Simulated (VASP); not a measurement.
# Lu (Im-3m) in VASP: further runs

The runs below take Lu through single point, relaxation of cell and atoms, with r2SCAN.

All numbers are computed with VASP 6.6.1; they aren't measurements. Logs are shortened: lines on timing, memory, paths and dates and some standing lists are left out, and cuts for length are marked.

### 1 The cell of the first run

The structure is cubic, space group Im-3m (No. 229). The conventional cell has a = 3.682 Å, b = 3.682 Å, c = 3.682 Å, α = 90.00°, β = 90.00°, γ = 90.00°. Lu (site symmetry m-3m) has 14 Lu at 3.19 to 3.68 Å within 4.2 Å.

### 2 Single point, r2SCAN

The input, POSCAR:

```
Lu
1.0
    1.8410438930      1.8410438930      1.8410438930
   -1.8410438930      1.8410438930      1.8410438930
   -1.8410438930     -1.8410438930      1.8410438930
Lu
1
Direct
    0.0000000000      0.0000000000      0.0000000000
```

The input, INCAR.step1:

```
SYSTEM = Lu
PREC = Accurate
ENCUT = 520
ISMEAR = 0
SIGMA = 0.05
LREAL = .False.
LASPH = .True.
NELM = 100
NBANDS = 18
GGA = PE
ALGO = Normal
EDIFF = 1E-4
LWAVE = .True.
LCHARG = .False.
```

The input, INCAR.step2:

```
SYSTEM = Lu
PREC = Accurate
ENCUT = 520
EDIFF = 1E-6
ISMEAR = 0
SIGMA = 0.05
LREAL = .False.
LASPH = .True.
NELM = 100
ALGO = Normal
ISIF = 2
LWAVE = .False.
LCHARG = .False.
METAGGA = R2SCAN
LMIXTAU = .True.
NBANDS = 18
ISTART = 1
```

The input, KPOINTS:

```
regular mesh
0
Gamma
  6 6 6
  0 0 0
```

Potentials or basis: VASP PAW PBE potentials, release 64 (Lu).

Run with:

```console
$ cat potpaw_PBE.64/Lu/POTCAR > POTCAR
$ cp INCAR.step1 INCAR
$ mpirun -np 1 vasp_std > vasp.out
$ cp INCAR.step2 INCAR
$ mpirun -np 1 vasp_std > vasp.out
```

OUTCAR:

```text
SYSTEM = Lu
   PREC = Accurate
   ENCUT = 520
   EDIFF = 1E-6
   ISMEAR = 0
   LREAL = .False.
   LASPH = .True.
   NELM = 100
   ISIF = 2
   METAGGA = R2SCAN
   ISTART = 1

 ion  position               nearest neighbor table
   1  0.000  0.000  0.000-

  LATTYP: Found a body centered cubic cell.
 ALAT       =     3.6820877860

  Lattice vectors:

 A1 = (   1.8410438930,  -1.8410438930,  -1.8410438930)
 A2 = (   1.8410438930,   1.8410438930,   1.8410438930)
 A3 = (  -1.8410438930,  -1.8410438930,   1.8410438930)

Analysis of symmetry for initial positions (statically):
=====================================================================
 Subroutine PRICEL returns:
 Original cell was already a primitive cell.

 Routine SETGRP: Setting up the symmetry group for a
 body centered cubic supercell.

 Subroutine GETGRP returns: Found 48 space group operations
 (whereof 48 operations were pure point group operations)
 out of a pool of 48 trial point group operations.

The static configuration has the point symmetry O_h .

Analysis of symmetry for dynamics (positions and initial velocities):
=====================================================================
 Subroutine PRICEL returns:
 Original cell was already a primitive cell.

 Routine SETGRP: Setting up the symmetry group for a
 body centered cubic supercell.

 Subroutine GETGRP returns: Found 48 space group operations
 (whereof 48 operations were pure point group operations)
 out of a pool of 48 trial point group operations.

The dynamic configuration has the point symmetry O_h .

 Subroutine INISYM returns: Found 48 space group operations
 (whereof 48 operations are pure point group operations),
 and found     1 'primitive' translations

----------------------------------------------------------------------------------------

                                     Primitive cell

  volume of cell :      24.9605

  direct lattice vectors                    reciprocal lattice vectors
     1.841043893  1.841043893  1.841043893     0.271585051  0.000000000  0.271585051
    -1.841043893  1.841043893  1.841043893    -0.271585051  0.271585051  0.000000000
    -1.841043893 -1.841043893  1.841043893     0.000000000 -0.271585051  0.271585051

[... 64 lines left out ...]
   ISTART =      1    job   : 0-new  1-cont  2-samecut
   ICHARG =      0    charge: 1-file 2-atom 10-const
   ISPIN  =      1    spin polarized calculation?
   LNONCOLLINEAR =      F non collinear calculations
   LSORBIT =      F    spin-orbit coupling
   LASPH  =      T    aspherical Exc in radial PAW
   ENCUT  =  520.0 eV  38.22 Ry    6.18 a.u.   5.93  5.93  5.93*2*pi/ulx,y,z
   NELM   =    100;   NELMIN=  2; NELMDL=  0     # of ELM steps
   EDIFF  = 0.1E-05   stopping-criterion for ELM
   LREAL  =      F    real-space projection
   EDIFFG = 0.1E-04   stopping-criterion for IOM
   NSW    =      0    number of steps for IOM
   IBRION =     -1    ionic relax: 0-MD 1-quasi-New 2-CG
   NFREE  =      0    steps in history (QN), initial steepest desc. (CG)
   ISIF   =      2    stress and relaxation
   ISYM   =      2    0-nonsym 1-usesym 2-fastsym
   POTIM  = 0.5000    time-step for ionic-motion
   TEBEG  =    0.0;   TEEND  =   0.0 temperature during run
   PSTRESS=    0.0 pullay stress
   NELECT =      25.0000    total number of electrons
   NUPDOWN=      -1.0000    fix difference up-down
   EMIN   =  10.00;   EMAX   =-10.00  energy-range for DOS
   EFERMI =   0.00;   METHOD = LEGACY
   ISMEAR =     0;   SIGMA  =   0.05  broadening in eV -4-tet -1-fermi 0-gaus
   EFERMI_NEDOS =   21; number of points for ismear=-14 and -15
   IALGO  =     38    algorithm
   IMIX   =      4    mixing-type and parameters
     AMIX     =   0.40;   BMIX     =  1.00
     AMIX_MAG =   1.60;   BMIX_MAG =  1.00
  volume/ion in A,a.u.               =      24.96       168.44
  Fermi-wavevector in a.u.,A,eV,Ry     =   1.637963  3.095301 36.503371  2.682922
  Thomas-Fermi vector in A             =   2.729015
   LORBIT       =      0    0 simple, 1 ext, 2 COOP (PROOUT), +10 PAW based schemes
   METAGGA = R2SCAN    functional components
   LHFCALC =     F    Hartree Fock is set to
   AEXX    =    0.0000 exact exchange contribution
   IVDW    =     0    specifies the selected vdW correction
   LEPSILON=     F    determine dielectric tensor
   LRPA    =     F    only Hartree local field effects (RPA)
 non-spin polarized calculation
 Gauss-broadening in eV      SIGMA  =   0.05
  energy-cutoff  :      520.00
  volume of cell :       24.96
 maximum number of plane-waves:       685
   NGX = 11   NGY = 11   NGZ = 11

 number of electron      25.0000009 magnetization

 Free energy of the ion-electron system (eV)
  ---------------------------------------------------
  ext. energy  EPLUGINS =         0.00000000
  ---------------------------------------------------
  free energy    TOTEN  =       -37.78698663 eV

  energy without entropy =      -37.78077048  energy(sigma->0) =      -37.78387855

 E-fermi :   3.0662     XC(G=0): -12.4516

 val. band max:        3.0244222891   @ k =   0.1667   0.5000   0.1667
 cond. band min:       3.0978741009   @ k =   0.5000   0.1667   0.0000
 fundamental gap:      0.0734518118
 Fermi energy:         3.0661676122

 k-point     1 :       0.0000    0.0000    0.0000
  band No.  band energies     occupation
      1     -54.8028      2.00000
      2     -24.4402      2.00000
      3     -24.4402      2.00000
      4     -24.4402      2.00000
      5      -3.8530      2.00000
      6      -2.1520      2.00000
[... 313 lines left out ...]
      5      -2.1602      2.00000
      6      -2.0893      2.00000
[... 10 lines left out ...]
     17      10.8495      0.00000
     18      10.8495      0.00000

------------------------ aborting loop because EDIFF is reached ----------------------------------------

  FORCE on cell =-STRESS in cart. coord.  units (eV):
  Direction    XX          YY          ZZ          XY          YZ          ZX
  --------------------------------------------------------------------------------------
  -------------------------------------------------------------------------------------
  Total        1.6356531      1.6356531      1.6356531      0.0000000      0.0000000     -0.0000000
  in kB      104.9903445    104.9903445    104.9903445      0.0000000      0.0000000     -0.0000000
  external PRESSURE =     104.9903445 kB  Pullay stress =       0.0000000 kB

 VOLUME and BASIS-vectors are now :
 -----------------------------------------------------------------------------
  energy-cutoff  :      520.00
  volume of cell :       24.96
      direct lattice vectors                 reciprocal lattice vectors
     1.841043893  1.841043893  1.841043893     0.271585051  0.000000000  0.271585051
    -1.841043893  1.841043893  1.841043893    -0.271585051  0.271585051  0.000000000
    -1.841043893 -1.841043893  1.841043893     0.000000000 -0.271585051  0.271585051

 POSITION                                       TOTAL-FORCE (eV/Angst)
 -----------------------------------------------------------------------------------
      0.00000      0.00000      0.00000         0.000000     -0.000000     -0.000000
 -----------------------------------------------------------------------------------
    total drift:                                0.000000     -0.000000      0.000000

  FREE ENERGIE OF THE ION-ELECTRON SYSTEM (eV)
  ---------------------------------------------------
  free  energy   TOTEN  =       -37.7869866259 eV

  energy  without entropy=      -37.7807704786  energy(sigma->0) =      -37.78387855
```

OUTCAR.step1:

```text
SYSTEM = Lu
   PREC = Accurate
   ENCUT = 520
   ISMEAR = 0
   LREAL = .False.
   LASPH = .True.
   NELM = 100
[... 541 lines left out ...]
 -----------------------------------------------------------------------------------
      0.00000      0.00000      0.00000         0.000000     -0.000000     -0.000000
 -----------------------------------------------------------------------------------
    total drift:                               -0.000000     -0.000000      0.000000

  FREE ENERGIE OF THE ION-ELECTRON SYSTEM (eV)
  ---------------------------------------------------
  free  energy   TOTEN  =        -4.2384621969 eV

  energy  without entropy=       -4.2336795348  energy(sigma->0) =       -4.23607087
```

OSZICAR.step1:

```text
N       E                     dE             d eps       ncg     rms          rms(c)
DAV:   1     0.782061891114E+02    0.78206E+02   -0.10075E+04   728   0.461E+03
DAV:   2     0.156168288445E+01   -0.76645E+02   -0.74873E+02   602   0.354E+02
DAV:   3    -0.412241895464E+01   -0.56841E+01   -0.56384E+01   630   0.731E+01
DAV:   4    -0.434994845031E+01   -0.22753E+00   -0.22649E+00   806   0.113E+01
DAV:   5    -0.435557111129E+01   -0.56227E-02   -0.56173E-02   652   0.159E+00    0.348E+00
DAV:   6    -0.425780793490E+01    0.97763E-01   -0.31366E-01   924   0.106E+01    0.149E+00
DAV:   7    -0.424021814875E+01    0.17590E-01   -0.30881E-02   870   0.145E+00    0.375E-01
DAV:   8    -0.423825695601E+01    0.19612E-02   -0.57953E-03   928   0.630E-01    0.114E-01
DAV:   9    -0.423846382573E+01   -0.20687E-03   -0.53893E-04   676   0.258E-01    0.296E-02
DAV:  10    -0.423846219692E+01    0.16288E-05   -0.66701E-05   430   0.619E-02
   1 F= -.42384622E+01 E0= -.42360709E+01  d E =-.478266E-02
```

Run time: 25 s. Hardware: 1 thread of Intel Xeon 6975P-C, shared host; peak memory 0.15 GiB.

Results:

```yaml
Free_energy: -37.7870 eV
Pressure: 10.5 GPa
```

Caveat: the k points lie up to 0.40 Å⁻¹ apart; the PAW data sets were made with another functional, which shifts forces and pressure a little; spin-orbit coupling is left out, which moves the levels of the heavy elements.

### 3 Single point, r2SCAN

This run uses another cell than the first one, of 29.72 Å³/atom, 1.191 times its volume.

The input, POSCAR:

```
Lu
1.0
    1.9514216704      1.9514216704      1.9514216704
   -1.9514216704      1.9514216704      1.9514216704
   -1.9514216704     -1.9514216704      1.9514216704
Lu
1
Direct
    0.0000000000      0.0000000000      0.0000000000
```

The input, INCAR.step1:

```
ALGO = Normal
EDIFF = 1E-4
ENCUT = 520
GGA = PE
ISMEAR = 0
LASPH = True
LCHARG = False
LREAL = False
LWAVE = True
NBANDS = 18
NELM = 80
PREC = Accurate
SIGMA = 0.05
```

The input, INCAR.step2:

```
ALGO = Normal
EDIFF = 1E-7
ENCUT = 520
ISIF = 2
ISMEAR = 0
ISTART = 1
LASPH = True
LCHARG = False
LMIXTAU = True
LREAL = False
LWAVE = False
METAGGA = R2SCAN
NBANDS = 18
NELM = 80
PREC = Accurate
SIGMA = 0.05
```

The input, KPOINTS:

```
k-points
0
Gamma
  6 6 6
```

Potentials or basis: VASP PAW PBE potentials, release 64 (Lu).

Run with:

```console
$ cat potpaw_PBE.64/Lu/POTCAR > POTCAR
$ cp INCAR.step1 INCAR
$ mpirun -np 1 vasp_std > vasp.out
$ cp INCAR.step2 INCAR
$ mpirun -np 1 vasp_std > vasp.out
```

OUTCAR:

```text
EDIFF = 1E-7
   ENCUT = 520
   ISIF = 2
   ISMEAR = 0
   ISTART = 1
   LASPH = True
   LREAL = False
   METAGGA = R2SCAN
   NELM = 80
   PREC = Accurate

 ion  position               nearest neighbor table
   1  0.000  0.000  0.000-

  LATTYP: Found a body centered cubic cell.
 ALAT       =     3.9028433408

  Lattice vectors:

 A1 = (   1.9514216704,  -1.9514216704,  -1.9514216704)
 A2 = (   1.9514216704,   1.9514216704,   1.9514216704)
 A3 = (  -1.9514216704,  -1.9514216704,   1.9514216704)

Analysis of symmetry for initial positions (statically):
=====================================================================
 Subroutine PRICEL returns:
 Original cell was already a primitive cell.

 Routine SETGRP: Setting up the symmetry group for a
 body centered cubic supercell.

 Subroutine GETGRP returns: Found 48 space group operations
 (whereof 48 operations were pure point group operations)
 out of a pool of 48 trial point group operations.

[... 146 lines left out ...]
  ext. energy  EPLUGINS =         0.00000000
  ---------------------------------------------------
  free energy    TOTEN  =       -37.94976157 eV

  energy without entropy =      -37.94311489  energy(sigma->0) =      -37.94643823

 E-fermi :   2.2400     XC(G=0): -11.4938

 val. band max:        2.2082816255   @ k =   0.1667  -0.3333   0.1667
 cond. band min:       2.2568103498   @ k =   0.5000   0.1667  -0.0000
 fundamental gap:      0.0485287243
 Fermi energy:         2.2399849782

 k-point     1 :       0.0000    0.0000    0.0000
  band No.  band energies     occupation
      1     -55.9295      2.00000
      2     -25.6943      2.00000
      3     -25.6943      2.00000
      4     -25.6943      2.00000
      5      -4.1315      2.00000
      6      -3.1663      2.00000
[... 313 lines left out ...]
      5      -3.1767      2.00000
      6      -3.1265      2.00000
[... 10 lines left out ...]
     17       8.9723      0.00000
     18       8.9724      0.00000

------------------------ aborting loop because EDIFF is reached ----------------------------------------

  FORCE on cell =-STRESS in cart. coord.  units (eV):
  Direction    XX          YY          ZZ          XY          YZ          ZX
  --------------------------------------------------------------------------------------
  -------------------------------------------------------------------------------------
  Total        0.0379510      0.0379510      0.0379510      0.0000000      0.0000000     -0.0000000
  in kB        2.0456005      2.0456005      2.0456005      0.0000000      0.0000000     -0.0000000
  external PRESSURE =       2.0456005 kB  Pullay stress =       0.0000000 kB

 VOLUME and BASIS-vectors are now :
 -----------------------------------------------------------------------------
  energy-cutoff  :      520.00
  volume of cell :       29.72
      direct lattice vectors                 reciprocal lattice vectors
     1.951421670  1.951421670  1.951421670     0.256223454  0.000000000  0.256223454
    -1.951421670  1.951421670  1.951421670    -0.256223454  0.256223454  0.000000000
    -1.951421670 -1.951421670  1.951421670     0.000000000 -0.256223454  0.256223454

 POSITION                                       TOTAL-FORCE (eV/Angst)
 -----------------------------------------------------------------------------------
      0.00000      0.00000      0.00000         0.000000     -0.000000     -0.000000
 -----------------------------------------------------------------------------------
    total drift:                               -0.000000      0.000000     -0.000000

  FREE ENERGIE OF THE ION-ELECTRON SYSTEM (eV)
  ---------------------------------------------------
  free  energy   TOTEN  =       -37.9497615683 eV

  energy  without entropy=      -37.9431148926  energy(sigma->0) =      -37.94643823
```

OSZICAR.step1:

```text
N       E                     dE             d eps       ncg     rms          rms(c)
DAV:   1     0.833275235289E+02    0.83328E+02   -0.10210E+04   704   0.461E+03
DAV:   2     0.908860214811E+00   -0.82419E+02   -0.80871E+02   626   0.363E+02
DAV:   3    -0.431819948536E+01   -0.52271E+01   -0.51668E+01   640   0.703E+01
DAV:   4    -0.447861330310E+01   -0.16041E+00   -0.15969E+00   822   0.105E+01
DAV:   5    -0.448281998867E+01   -0.42067E-02   -0.42039E-02   652   0.151E+00    0.356E+00
DAV:   6    -0.440870379339E+01    0.74116E-01   -0.19833E-01   904   0.684E+00    0.169E+00
DAV:   7    -0.438573104744E+01    0.22973E-01   -0.39076E-02   792   0.152E+00    0.316E-01
DAV:   8    -0.438358754647E+01    0.21435E-02   -0.48709E-03   886   0.795E-01    0.114E-01
DAV:   9    -0.438374907048E+01   -0.16152E-03   -0.44985E-04   624   0.238E-01    0.281E-02
DAV:  10    -0.438374922364E+01   -0.15316E-06   -0.52992E-05   408   0.653E-02
   1 F= -.43837492E+01 E0= -.43808169E+01  d E =-.586471E-02
```

Wall time 46 s (1 thread of Intel Xeon 6975P-C, shared host); peak memory 0.18 GiB.

What came out:

```yaml
Free_energy: -37.9498 eV
Pressure: 0.2 GPa
```

Levels at points of the mesh, in eV from the Fermi level:
```csv
k point,band 9,band 10,band 11,band 12,band 13,band 14,band 15,band 16
"(0.00, 0.00, 0.00)",-5.32,-5.32,-5.32,-5.30,2.44,2.44,2.44,4.59
"(0.50, 0.00, 0.00)",-5.33,-5.32,-5.31,-2.53,0.28,0.59,4.42,5.36
"(0.50, 0.50, 0.50)",-5.31,-5.31,-5.31,-1.56,-1.56,5.90,5.90,5.90
```

Caveat: the k points lie up to 0.38 Å⁻¹ apart; the PAW data sets were made with another functional, which shifts forces and pressure a little; spin-orbit coupling is left out, which moves the levels of the heavy elements.

(Part 1 of 2 ends here.)
